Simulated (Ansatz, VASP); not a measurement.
**Two plane-wave programs on CaC2**

```
Ca C
1.0
    -1.87892    1.87892    3.21728
     1.87892   -1.87892    3.21728
     1.87892    1.87892   -3.21728
Ca C
1 2
Direct
  0.00000 0.00000 0.00000
  0.59968 0.59968 0.00000
  0.40032 0.40032 0.00000
```

Change from the starting cell: strain +0.0250 x Voigt [0, 0, 1, 0, 0, 0], atoms carried along.

Alike in both runs: task single point; functional LDA; k mesh 10 × 10 × 10; occupations gaussian, width 0.05 eV; no spin polarisation.

|  | VASP | Ansatz |
| --- | --- | --- |
| version | VASP 6.6.1 | Ansatz 0.2.0 |
| potentials or method | VASP PAW LDA potentials, release 64 (Ca_sv, C), cutoff 600 eV | scalar-relativistic, plane waves, PAW |
| valence electrons in the cell | 18 | 18 |

VASP gave:

| Property | Result |
| --- | --- |
| gap on the k mesh at the Fermi level (eV) | 0.76 |
| least direct gap on the mesh (eV) | 1.93 |
| pressure (GPa) | -4.6 |
| traceless stress, the component that is largest in VASP (GPa) | -9.04 |
| rms of the force components (eV/Å) | 0.919 |

What did Ansatz give for the same quantities?

gap on the k mesh at the Fermi level (eV): 0.77; least direct gap on the mesh (eV): 1.94; pressure (GPa): -4.9; traceless stress, the component that is largest in VASP (GPa): -9.27; rms of the force components (eV/Å): 0.956.

LDA's correlation is that of Perdew and Zunger in VASP and of Perdew and Wang (1992) in Ansatz. Atom by atom the forces differ by 0.037 eV/Å (rms over components).
